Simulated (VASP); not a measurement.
# Sb (Fm-3m) in VASP: notebook

Sb is run at these levels: PBE0, HSE06, PBEsol-based global hybrid with 25 % exact exchange, r2SCAN-based global hybrid with 50 % exact exchange; tasks: single point, relaxation of cell and atoms.

Everything below comes from runs of VASP 6.6.1. Logs are shortened: lines on timing, memory, paths and dates and some standing lists are left out, and cuts for length are marked.

**1. The cell of the first run**

The structure is cubic, space group Fm-3m (No. 225). Conventional cell: a = 4.678 Å, b = 4.678 Å, c = 4.678 Å, α = 90.00°, β = 90.00°, γ = 90.00°. Within 4.4 Å of Sb (site symmetry m-3m) lie 12 Sb at 3.31 Å.

This isn't the form of Sb at room conditions, which is rhombohedral.

**2. Single point, PBE0**

The input, POSCAR:

```
Sb
1.0
    0.0000000000      2.3391947752      2.3391947752
    2.3391947752      0.0000000000      2.3391947752
    2.3391947752      2.3391947752      0.0000000000
Sb
1
Direct
    0.0000000000      0.0000000000      0.0000000000
```

The input, INCAR.step1:

```
  PREC = Accurate
  ENCUT = 400
  EDIFF = 1E-5
  ISMEAR = -1
  SIGMA = 0.05
  LREAL = False
  LASPH = True
  NELM = 120
  ALGO = Normal
  ISIF = 2
  LWAVE = True
  LCHARG = False
  GGA = PE
  NBANDS = 14
  GGA_COMPAT = False
```

The input, INCAR.step2:

```
  PREC = Accurate
  ENCUT = 400
  EDIFF = 1E-6
  ISMEAR = -1
  SIGMA = 0.05
  LREAL = False
  LASPH = True
  NELM = 120
  ALGO = Normal
  ISIF = 2
  LWAVE = False
  LCHARG = False
  GGA = PE
  LHFCALC = True
  AEXX = 0.25
  PRECFOCK = Normal
  ISTART = 1
  NBANDS = 14
  GGA_COMPAT = False
```

The input, KPOINTS:

```
regular mesh
0
Gamma
  6 6 6
```

Potentials or basis: VASP PAW PBE potentials, release 64 (Sb_d_GW).

Run with:

```console
$ cat potpaw_PBE.64/Sb_d_GW/POTCAR > POTCAR
$ cp INCAR.step1 INCAR
$ mpirun -np 1 vasp_std > vasp.out
$ cp INCAR.step2 INCAR
$ mpirun -np 1 vasp_std > vasp.out
```

OUTCAR:

```text
PREC = Accurate
   ENCUT = 400
   EDIFF = 1E-6
   ISMEAR = -1
   LREAL = False
   LASPH = True
   NELM = 120
   ISIF = 2
   GGA = PE
   LHFCALC = True
   AEXX = 0.25
   PRECFOCK = Normal
   ISTART = 1

 ion  position               nearest neighbor table
   1  0.000  0.000  0.000-

  LATTYP: Found a face centered cubic cell.
 ALAT       =     4.6783895504

  Lattice vectors:

 A1 = (   0.0000000000,   2.3391947752,   2.3391947752)
 A2 = (   2.3391947752,   0.0000000000,   2.3391947752)
 A3 = (   2.3391947752,   2.3391947752,   0.0000000000)

Analysis of symmetry for initial positions (statically):
=====================================================================
 Subroutine PRICEL returns:
 Original cell was already a primitive cell.

 Routine SETGRP: Setting up the symmetry group for a
 face centered cubic supercell.

 Subroutine GETGRP returns: Found 48 space group operations
 (whereof 48 operations were pure point group operations)
 out of a pool of 48 trial point group operations.

The static configuration has the point symmetry O_h .

Analysis of symmetry for dynamics (positions and initial velocities):
=====================================================================
 Subroutine PRICEL returns:
 Original cell was already a primitive cell.

 Routine SETGRP: Setting up the symmetry group for a
 face centered cubic supercell.

 Subroutine GETGRP returns: Found 48 space group operations
 (whereof 48 operations were pure point group operations)
 out of a pool of 48 trial point group operations.

The dynamic configuration has the point symmetry O_h .

 Subroutine INISYM returns: Found 48 space group operations
 (whereof 48 operations are pure point group operations),
 and found     1 'primitive' translations

----------------------------------------------------------------------------------------

                                     Primitive cell

  volume of cell :      25.5994

  direct lattice vectors                    reciprocal lattice vectors
     0.000000000  2.339194775  2.339194775    -0.213748767  0.213748767  0.213748767
     2.339194775  0.000000000  2.339194775     0.213748767 -0.213748767  0.213748767
     2.339194775  2.339194775  0.000000000     0.213748767  0.213748767 -0.213748767

  length of vectors
     3.308120976  3.308120976  3.308120976     0.370223725  0.370223725  0.370223725

  position of ions in fractional coordinates (direct lattice)
     0.000000000  0.000000000  0.000000000

  ion indices of the primitive-cell ions
   primitive index   ion index
                 1           1

----------------------------------------------------------------------------------------

 KPOINTS: regular mesh

Automatic generation of k-mesh.
 Grid dimensions read from file:
 generate k-points for:    6    6    6

 Generating k-lattice:

  Cartesian coordinates                     Fractional coordinates (reciprocal lattice)
    -0.035624795  0.035624795  0.035624795     0.166666667  0.000000000  0.000000000
     0.035624795 -0.035624795  0.035624795     0.000000000  0.166666667  0.000000000
     0.035624795  0.035624795 -0.035624795     0.000000000  0.000000000  0.166666667

  Length of vectors
     0.061703954  0.061703954  0.061703954

  Shift w.r.t. Gamma in fractional coordinates (k-lattice)
     0.000000000  0.000000000  0.000000000

 Subroutine IBZKPT returns following result:
 ===========================================

 Found     16 irreducible k-points:

 Following reciprocal coordinates:
            Coordinates               Weight
  0.000000  0.000000  0.000000      1.000000
  0.166667  0.000000  0.000000      8.000000
  0.333333  0.000000  0.000000      8.000000
  0.500000  0.000000  0.000000      4.000000
  0.166667  0.166667  0.000000      6.000000
  0.333333  0.166667  0.000000     24.000000
[... 8 lines left out ...]
 -0.333333  0.333333  0.166667     24.000000
 -0.333333  0.500000  0.166667     12.000000
   k-points           NKPTS =     16   k-points in BZ     NKDIM =    216   number of bands    NBANDS=     14
   number of dos      NEDOS =    301   number of ions     NIONS =      1
   total plane-waves  NPLWV =  13824
   dimension x,y,z NGX =    24 NGY =   24 NGZ =   24
   dimension x,y,z NGXF=    48 NGYF=   48 NGZF=   48
   ions per type =               1
   NGX,Y,Z   is equivalent  to a cutoff of  12.06, 12.06, 12.06 a.u.
   NGXF,Y,Z  is equivalent  to a cutoff of  24.12, 24.12, 24.12 a.u.
 SYSTEM =  unknown system
   PREC   = accura    normal or accurate (medium, high low for compatibility)
   ISTART =      1    job   : 0-new  1-cont  2-samecut
   ICHARG =      0    charge: 1-file 2-atom 10-const
   ISPIN  =      1    spin polarized calculation?
   LNONCOLLINEAR =      F non collinear calculations
   LSORBIT =      F    spin-orbit coupling
   LASPH  =      T    aspherical Exc in radial PAW
   ENCUT  =  400.0 eV  29.40 Ry    5.42 a.u.   5.39  5.39  5.39*2*pi/ulx,y,z
   NELM   =    120;   NELMIN=  2; NELMDL=  0     # of ELM steps
   EDIFF  = 0.1E-05   stopping-criterion for ELM
   LREAL  =      F    real-space projection
   EDIFFG = 0.1E-04   stopping-criterion for IOM
   NSW    =      0    number of steps for IOM
   IBRION =     -1    ionic relax: 0-MD 1-quasi-New 2-CG
   NFREE  =      0    steps in history (QN), initial steepest desc. (CG)
   ISIF   =      2    stress and relaxation
   ISYM   =      3    0-nonsym 1-usesym 2-fastsym
   POTIM  = 0.5000    time-step for ionic-motion
   TEBEG  =    0.0;   TEEND  =   0.0 temperature during run
   PSTRESS=    0.0 pullay stress
   NELECT =      15.0000    total number of electrons
   NUPDOWN=      -1.0000    fix difference up-down
   EMIN   =  10.00;   EMAX   =-10.00  energy-range for DOS
   EFERMI =   0.00;   METHOD = LEGACY
   ISMEAR =    -1;   SIGMA  =   0.05  broadening in eV -4-tet -1-fermi 0-gaus
   EFERMI_NEDOS =   21; number of points for ismear=-14 and -15
   IALGO  =     38    algorithm
   IMIX   =      1    mixing-type and parameters
     AMIX     =   0.40;   BMIX     =  1.00
     AMIX_MAG =   1.60;   BMIX_MAG =  1.00
  volume/ion in A,a.u.               =      25.60       172.75
  Fermi-wavevector in a.u.,A,eV,Ry     =   1.369921  2.588775 25.533831  1.876684
  Thomas-Fermi vector in A             =   2.495753
   LORBIT       =      0    0 simple, 1 ext, 2 COOP (PROOUT), +10 PAW based schemes
   GGA     = PE    functional components
   LHFCALC =     T    Hartree Fock is set to
   PRECFOCK=normal    Normal, Fast or Accurate (Low or Medium for compatibility)
   ENCUT4O =  -1.0   cutoff for four orbital integrals eV
   NKREDX  =     1    reduce k-point grid by
   NKREDY  =     1    reduce k-point grid by
   NKREDZ  =     1    reduce k-point grid by
   AEXX    =    0.2500 exact exchange contribution
   HFSCREEN=    0.0000 screening length (either q_TF or 0.3 A-1)
   HFSCREENC=   0.0000 screening length for correlation (either q_TF or 0.3 A-1)
   ENCUTFOCK=  -1.0 apply spherical cutoff to Coloumb kernel
   IVDW    =     0    specifies the selected vdW correction
   LEPSILON=     F    determine dielectric tensor
   LRPA    =     F    only Hartree local field effects (RPA)
 non-spin polarized calculation
  energy-cutoff  :      400.00
  volume of cell :       25.60
 maximum number of plane-waves:       483
 NGX is ok and might be reduce to    24
  NGX = 18; NGY = 18; NGZ = 18

 number of electron      15.0000016 magnetization

 Free energy of the ion-electron system (eV)
  ---------------------------------------------------
  ext. energy  EPLUGINS =         0.00000000
  ---------------------------------------------------
  free energy    TOTEN  =        -5.08320588 eV

  energy without entropy =       -5.07583472  energy(sigma->0) =       -5.07952030

 E-fermi :   7.0607     XC(G=0):  -8.5937

 val. band max:        7.0351728880   @ k =  -0.3333   0.3333   0.1667
 cond. band min:       7.5432455033   @ k =  -0.3333   0.1667   0.0000
 fundamental gap:      0.5080726153
 Fermi energy:         7.0607265561

 k-point     1 :       0.0000    0.0000    0.0000
  band No.  band energies     occupation
      1     -25.4962      2.00000
      2     -25.4962      2.00000
      3     -25.4962      2.00000
      4     -25.4443      2.00000
      5     -25.4443      2.00000
      6      -8.4884      2.00000
      7      13.6532      0.00000
      8      13.6532      0.00000
      9      13.6532      0.00000
     10      18.1776      0.00000
     11      18.7495      0.00000
     12      18.7495      0.00000
     13      18.7495      0.00000
     14      20.7128      0.00000

 k-point     2 :       0.1667    0.0000    0.0000
  band No.  band energies     occupation
      1     -25.4945      2.00000
      2     -25.4856      2.00000
      3     -25.4856      2.00000
      4     -25.4423      2.00000
      5     -25.4423      2.00000
      6      -7.8489      2.00000
      7       9.2100      0.00000
      8      12.9338      0.00000
      9      12.9338      0.00000
     10      16.7499      0.00000
     11      19.7456      0.00000
     12      19.7456      0.00000
     13      21.0373      0.00000
     14      21.4157      0.00000

 k-point     3 :       0.3333    0.0000    0.0000
  band No.  band energies     occupation
      1     -25.4907      2.00000
      2     -25.4850      2.00000
      3     -25.4850      2.00000
      4     -25.4153      2.00000
      5     -25.4153      2.00000
      6      -5.9701      2.00000
      7       2.8974      2.00000
      8      12.0176      0.00000
      9      12.0176      0.00000
     10      16.4235      0.00000
     11      18.3335      0.00000
     12      18.3335      0.00000
     13      18.7491      0.00000
     14      24.0225      0.00000
[... 188 lines left out ...]
 k-point    15 :      -0.3333    0.3333    0.1667
  band No.  band energies     occupation
      1     -25.4900      2.00000
      2     -25.4747      2.00000
      3     -25.4431      2.00000
      4     -25.4317      2.00000
      5     -25.3969      2.00000
      6      -2.4451      2.00000
      7       1.1996      2.00000
      8       4.5800      2.00000
      9       7.0352      1.25012
     10      16.3580      0.00000
     11      18.4133      0.00000
     12      21.6505      0.00000
     13      22.3555      0.00000
     14      25.9095      0.00000

 k-point    16 :      -0.3333    0.5000    0.1667
  band No.  band energies     occupation
      1     -25.5090      2.00000
      2     -25.4884      2.00000
      3     -25.4273      2.00000
      4     -25.4168      2.00000
      5     -25.3857      2.00000
      6      -1.6119      2.00000
      7       1.4997      2.00000
      8       4.2537      2.00000
      9       5.1220      2.00000
     10      15.7133      0.00000
     11      16.2701      0.00000
     12      22.7569      0.00000
     13      23.1975      0.00000
     14      29.1905      0.00000

------------------------ aborting loop because EDIFF is reached ----------------------------------------

  FORCE on cell =-STRESS in cart. coord.  units (eV):
  Direction    XX          YY          ZZ          XY          YZ          ZX
  --------------------------------------------------------------------------------------
  -------------------------------------------------------------------------------------
  Total        0.2851532      0.2851532      0.2851532      0.0000000      0.0000000      0.0000000
  in kB       17.8467710     17.8467710     17.8467710      0.0000000      0.0000000      0.0000000
  external PRESSURE =      17.8467710 kB  Pullay stress =       0.0000000 kB

 VOLUME and BASIS-vectors are now :
 -----------------------------------------------------------------------------
  energy-cutoff  :      400.00
  volume of cell :       25.60
      direct lattice vectors                 reciprocal lattice vectors
     0.000000000  2.339194775  2.339194775    -0.213748767  0.213748767  0.213748767
     2.339194775  0.000000000  2.339194775     0.213748767 -0.213748767  0.213748767
     2.339194775  2.339194775  0.000000000     0.213748767  0.213748767 -0.213748767

 POSITION                                       TOTAL-FORCE (eV/Angst)
 -----------------------------------------------------------------------------------
      0.00000      0.00000      0.00000        -0.000000     -0.000000     -0.000000
 -----------------------------------------------------------------------------------
    total drift:                                0.000001      0.000000      0.000000

  FREE ENERGIE OF THE ION-ELECTRON SYSTEM (eV)
  ---------------------------------------------------
  free  energy   TOTEN  =        -5.0832058832 eV

  energy  without entropy=       -5.0758347212  energy(sigma->0) =       -5.07952030
```

Wall time 8.3 min (1 thread of Intel Xeon 6975P-C (Granite Rapids), shared host); peak memory 0.15 GiB.

What came out:

- Free energy: -5.0832 eV
- Pressure: 1.8 GPa
- Band gap on the k mesh: zero (an odd number of electrons rules out a gap without spin polarisation)

Caveat: the k points lie up to 0.39 Å⁻¹ apart, too coarse for converged energies and pressures of a metal; the PAW data sets were made with another functional, which shifts forces and pressure a little; spin-orbit coupling is left out, which moves the levels of the heavy elements; an odd number of electrons without spin polarisation forces a metal; a magnetic or distorted state may lie lower.

**3. Single point, HSE06**

This run uses another cell than the first one, of 25.07 Å³/atom.

The input, POSCAR:

```
Sb
1.0
    0.0000000000      2.3228362346      2.3228362346
    2.3228362346      0.0000000000      2.3228362346
    2.3228362346      2.3228362346      0.0000000000
Sb
1
Direct
    0.0000000000      0.0000000000      0.0000000000
```

The input, INCAR.step1:

```
SYSTEM = Sb
  PREC = Accurate
  ENCUT = 400
  EDIFF = 1E-5
  ISMEAR = -1
  SIGMA = 0.05
  LREAL = .FALSE.
  LASPH = .TRUE.
  NELM = 120
  ALGO = Normal
  ISIF = 2
  LWAVE = .TRUE.
  LCHARG = .FALSE.
  NBANDS = 14
  GGA = PE
  GGA_COMPAT = .FALSE.
```

The input, INCAR.step2:

```
SYSTEM = Sb
  PREC = Accurate
  ENCUT = 400
  EDIFF = 1E-6
  ISMEAR = -1
  SIGMA = 0.05
  LREAL = .FALSE.
  LASPH = .TRUE.
  NELM = 120
  ALGO = Normal
  ISIF = 2
  LWAVE = .FALSE.
  LCHARG = .FALSE.
  GGA = PE
  LHFCALC = .TRUE.
  HFSCREEN = 0.2079
  PRECFOCK = Normal
  NBANDS = 14
  ISTART = 1
  GGA_COMPAT = .FALSE.
```

The input, KPOINTS:

```
Automatic mesh
0
G
  6 6 6
  0 0 0
```

Potentials or basis: VASP PAW PBE potentials, release 64 (Sb_d_GW).

Run with:

```console
$ cat potpaw_PBE.64/Sb_d_GW/POTCAR > POTCAR
$ cp INCAR.step1 INCAR
$ mpirun -np 1 vasp_std > vasp.out
$ cp INCAR.step2 INCAR
$ mpirun -np 1 vasp_std > vasp.out
```

Wall time 8.6 min (1 thread of Intel Xeon 6975P-C (Granite Rapids), shared host); peak memory 0.25 GiB.

The run converged. Its results:

| Property | Result |
| --- | --- |
| Free energy | -4.5349 eV |
| Pressure | 3.7 GPa |
| Band gap on the k mesh | zero (an odd number of electrons rules out a gap without spin polarisation) |

Levels at points of the mesh, in eV from the Fermi level:
```csv
k point,band 5,band 6,band 7,band 8,band 9,band 10
"(0.00, 0.00, 0.00)",-32.13,-15.34,6.33,6.33,6.33,10.70
"(0.50, 0.00, 0.00)",-32.08,-10.62,-7.39,4.29,4.29,9.38
"(0.50, 0.50, 0.00)",-32.07,-8.52,-6.27,0.26,0.26,4.39
```

Caveat: the k points lie up to 0.39 Å⁻¹ apart, too coarse for converged energies and pressures of a metal; the PAW data sets were made with another functional, which shifts forces and pressure a little; spin-orbit coupling is left out, which moves the levels of the heavy elements; an odd number of electrons without spin polarisation forces a metal; a magnetic or distorted state may lie lower.

(Continued in part 2 of 2.)

The gap in the log of VASP goes by the Fermi energy; the results here count the filled bands.